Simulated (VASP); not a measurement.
Runs of VASP 6.6.1 on Cd. The structure is that of space group Fd-3m (No. 227), or close to it. The cells are those of the table. This isn't the form of Cd at room conditions, which is hcp.

```csv
task,cell,cutoff (eV),gap on the mesh (eV),pressure (GPa)
single point,"a = 3.974 Å, angles 60.0°, 2 atoms",520,none,31.6
single point,"a = 4.073 Å, angles 60.0°, 2 atoms",520,none,(a)
relaxation of cell and atoms,"relaxed from a = 4.299 Å, angles 60.0°, 2 atoms",600,none,-0.1
relaxation of cell and atoms,"relaxed to 10 GPa from a = 4.299 Å, angles 60.0°, 2 atoms",600,none,10.0
relaxation of cell and atoms,"relaxed to 30 GPa from a = 4.299 Å, angles 60.0°, 2 atoms",600,none,30.0
single point,"a = 4.562 Å, angles 60.0°, 2 atoms",520,none,0.2
single point,"a = 4.227 Å, angles 60.0°, 2 atoms",520,none,10.6
relaxation of cell and atoms,"relaxed to 20 GPa from a = 4.299 Å, angles 60.0°, 2 atoms",600,none,20.0
```

Alike in all rows: level PBEsol; potentials or basis VASP PAW PBE potentials, release 64 (Cd); no spin polarisation; k mesh 12 × 12 × 12; smearing methfessel-paxton 0.1 eV.

Question: Estimate the missing entries.

Answer: (a) 21.1.

Caveats: the PAW data sets were made with another functional, which shifts forces and pressure a little; the cell stands under pressure (at least some runs); the cell is relaxed towards a set pressure, so the run minimises the enthalpy, not the energy (at least some runs).

A k mesh can miss the band edges, and the runs leave out spin-orbit coupling on Cd.

A gap of «none» marks levels without a gap at the run's occupations.
